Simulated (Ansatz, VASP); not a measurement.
## AgI2: VASP beside Ansatz

```xyz
6
Lattice="3.8466 0.0000 0.0000 -1.9233 3.3313 0.0000 0.0000 0.0000 46.4560" Properties=species:S:1:pos:R:3 pbc="T T T"
Ag    3.8466    0.0000    8.8140
Ag   -1.9233    3.3313   16.1726
I     0.0000    2.2208    6.8295
I     0.0000    2.2208   10.7854
I     1.9233    1.1104   14.2013
I     1.9233    1.1104   18.1571
```

Alike in both runs: functional PBE; dispersion D3(BJ); k mesh 6 × 6 × 1; occupations gaussian, width 0.1 eV; no spin polarisation.

Ansatz relaxed the structure, and its values are those at the end. VASP's run is a single point on that final structure, the one shown.

|  | VASP | Ansatz |
| --- | --- | --- |
| version | VASP 6.6.1 | Ansatz 0.2.0 |
| potentials or method | VASP PAW PBE potentials, release 64 (Ag, I), cutoff 520 eV | scalar-relativistic, plane waves, PAW |
| valence electrons in the cell | 50 | 106 |

Ansatz gave:

| Item | Value |
| --- | --- |
| gap on the k mesh at the Fermi level (eV) | none |
| rms of the force components (eV/Å) | 0.008 |

Q: What did VASP give for the same quantities?

A: gap on the k mesh at the Fermi level (eV): none; rms of the force components (eV/Å): 0.006.

A gap of «none» marks a metal or a gap that the smearing closes. VASP's potentials hold 50 valence electrons a cell and Ansatz's 106, so a difference there can come from the potentials and not from the codes. Ansatz's warnings: slab cell height set, structure snapped to symmetry.

Neither program's run includes spin-orbit coupling.
